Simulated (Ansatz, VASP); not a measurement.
# KF: VASP beside Ansatz

```
K F
1.0
     0.00000    2.67185    2.67185
     2.67185    0.00000    2.67185
     2.67185    2.67185    0.00000
K F
1 1
Direct
  0.95500 0.95500 0.04500
  0.54500 0.54500 0.45500
```

Change from the starting cell: shortest bond scaled by 0.82, crystal datasets.

Alike in both runs: task electric field gradients; functional PBEsol; k mesh 8 × 8 × 8; occupations fermi-dirac, width 0.03 eV; no spin polarisation.

|  | VASP | Ansatz |
| --- | --- | --- |
| version | VASP 6.6.1 | Ansatz 0.2.0 |
| potentials or method | VASP PAW PBE potentials, release 64 (K_sv, F), cutoff 520 eV | all-electron PAW with datasets made for the crystal, scalar-relativistic |

```csv
,VASP,Ansatz,Ansatz less VASP
gap on the k mesh at the Fermi level (eV),5.95,5.96,+0.011
pressure (GPa),3.8,3.6,-0.22
"traceless stress, the component that is largest in VASP (GPa)",9.50,9.08,-0.426
rms of the force components (eV/Å),0.960,0.914,-0.0459
size of Vzz on the site where it differs most (V/Å²),28.3,27.2,-1.10
```

VASP's potentials were made for PBE, not for PBEsol. Atom by atom the forces differ by 0.046 eV/Å (rms over components). Ansatz ran all-electron here, and VASP with PAW potentials.
